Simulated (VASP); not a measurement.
Wanted: the native input for a VASP 6.6.1 run.

```
Task                   : single point
Functional             : LDA
Potentials or basis    : VASP PAW LDA potentials, release 64 (S, Ti_sv)
Cutoff                 : 400 eV
k mesh                 : 12 × 12 × 1
Occupations            : gaussian, width 0.08 eV
Spin                   : no spin polarisation
Dipole correction      : yes
Further INCAR settings : ALGO = Normal; EDIFF = 1e-06; NBANDS = 19; NELMDL = -8
```

The structure of TiS2 (l.A) lies in POSCAR:

```
TiS2
1.0
    3.3190777038      0.0000000000      0.0000000000
   -1.6595388519      2.8744056086      0.0000000000
    0.0000000000      0.0000000000     29.5200000028
S Ti
2 1
Direct
    0.3333333333      0.6666666667      0.2376030853
    0.6666666667      0.3333333333      0.3335351260
    0.0000000000      0.0000000000      0.2855691057
```

These files were run (other wordings do the same):

INCAR

```
SYSTEM = TiS2
  ALGO = Normal
  DIPOL = 0.5 0.5 0.286
  EDIFF = 1E-6
  ENCUT = 400
  GGA = CA
  GGA_COMPAT = .False.
  IDIPOL = 3
  ISIF = 2
  ISMEAR = 0
  LASPH = .True.
  LCHARG = .True.
  LDIPOL = .True.
  LELF = .True.
  LREAL = .False.
  LVACPOTAV = .True.
  LVHAR = .True.
  LWAVE = .False.
  NBANDS = 19
  NELM = 120
  NELMDL = -8
  PREC = Accurate
  SIGMA = 0.08
```

KPOINTS

```
k-points
0
Gamma
  12 12 1
  0 0 0
```

Potentials or basis: VASP PAW LDA potentials, release 64 (S, Ti_sv).

Run with:

```console
$ cat potpaw_LDA.64/S/POTCAR potpaw_LDA.64/Ti_sv/POTCAR > POTCAR
$ mpirun -np 1 vasp_std > vasp.out
```

It gave:

The largest force is 0.025 eV/Å and the band gap on the k mesh is zero (band 12 reaches -3.40 eV, above the bottom of band 13 at -3.67 eV).

Run time: 3.7 min on 1 thread of AMD EPYC 7R43 64-Core Processor (Zen 3), on a shared host, peak memory 0.23 GiB.
